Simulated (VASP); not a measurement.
Here is a VASP 6.6.1 calculation.

Contents of POSCAR:

```
ZrAu
1.0
    2.9528377791      0.0000000000      0.0000000000
    0.0000000000      2.9528377791      0.0000000000
    0.0000000000      0.0000000000      4.1875415126
Zr Au
1 1
Direct
    0.0000000000      0.0000000000      0.0000000000
    0.5000000000      0.5000000000      0.5000000000
```

INCAR.step1

```
SYSTEM = ZrAu
  ALGO = Normal
  EDIFF = 1E-4
  ENCUT = 520
  GGA = PE
  ISMEAR = 0
  LASPH = .True.
  LCHARG = .False.
  LREAL = .False.
  LWAVE = .True.
  NBANDS = 18
  NELM = 100
  PREC = Accurate
  SIGMA = 0.1
```

Contents of INCAR.step2:

```
SYSTEM = ZrAu
  ALGO = Normal
  EDIFF = 1E-6
  ENCUT = 520
  ISIF = 2
  ISMEAR = 0
  ISTART = 1
  LASPH = .True.
  LCHARG = .False.
  LMIXTAU = .True.
  LREAL = .False.
  LWAVE = .False.
  METAGGA = R2SCAN
  NBANDS = 18
  NELM = 100
  PREC = Accurate
  SIGMA = 0.1
```

KPOINTS

```
k-points
0
Gamma
  14 14 10
  0 0 0
```

Potentials or basis: VASP PAW PBE potentials, release 64 (Zr_sv, Au).

The run is started by

```console
$ cat potpaw_PBE.64/Zr_sv/POTCAR potpaw_PBE.64/Au/POTCAR > POTCAR
$ cp INCAR.step1 INCAR
$ mpirun -np 1 vasp_std > vasp.out
$ cp INCAR.step2 INCAR
$ mpirun -np 1 vasp_std > vasp.out
```

Problem. What does it give for the pressure?

Solution. 9.3 GPa.

Stress tensor (GPa, compression positive):
```
10.61  0.00  0.00
 0.00 10.61  0.00
 0.00  0.00  6.80
```

Caveat: the cell differs from its parent crystal (biaxial strain in the a-b plane: -4.5 %); the PAW data sets were made with another functional, which shifts forces and pressure a little.
